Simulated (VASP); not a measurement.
A run of VASP 6.6.1 is set up as follows.

The input POSCAR:

```
W
1.0
   -1.6078496600      1.6078496600      1.6078496600
    1.6078496600     -1.6078496600      1.6078496600
    1.6078496600      1.6078496600     -1.6078496600
W
1
Direct
    0.0000000000      0.0000000000      0.0000000000
```

The input INCAR.step1:

```
SYSTEM = W
PREC = Accurate ; ENCUT = 550
ISMEAR = -1 ; SIGMA = 0.1
LREAL = .FALSE. ; LASPH = .TRUE.
NELM = 120 ; NBANDS = 13
GGA = PE ; ALGO = Normal
EDIFF = 1E-5 ; LWAVE = .TRUE.
LCHARG = .FALSE. ; GGA_COMPAT = .FALSE.
```

INCAR.step2

```
SYSTEM = W
PREC = Accurate ; ENCUT = 550
EDIFF = 1E-6 ; ISMEAR = -1
SIGMA = 0.1 ; LREAL = .FALSE.
LASPH = .TRUE. ; NELM = 120
ALGO = Normal ; ISIF = 2
LWAVE = .FALSE. ; LCHARG = .FALSE.
METAGGA = R2SCAN ; LMIXTAU = .TRUE.
NBANDS = 13 ; ISTART = 1
GGA_COMPAT = .FALSE.
```

The input KPOINTS:

```
Automatic mesh
0
G
  15 15 15
  0 0 0
```

Potentials or basis: VASP PAW PBE potentials, release 64 (W_sv).

Command:

```console
$ cat potpaw_PBE.64/W_sv/POTCAR > POTCAR
$ cp INCAR.step1 INCAR
$ mpirun -np 1 vasp_std > vasp.out
$ cp INCAR.step2 INCAR
$ mpirun -np 1 vasp_std > vasp.out
```

Problem. What does it give for the band gap on the k mesh?

Solution. Zero (band 7 reaches 15.11 eV, above the bottom of band 8 at 9.41 eV).

Problem. What does it give for the pressure?

Solution. -11.9 GPa.

Caveat: the PAW data sets were made with another functional, which shifts forces and pressure a little; spin-orbit coupling is left out, which moves the levels of the heavy elements.
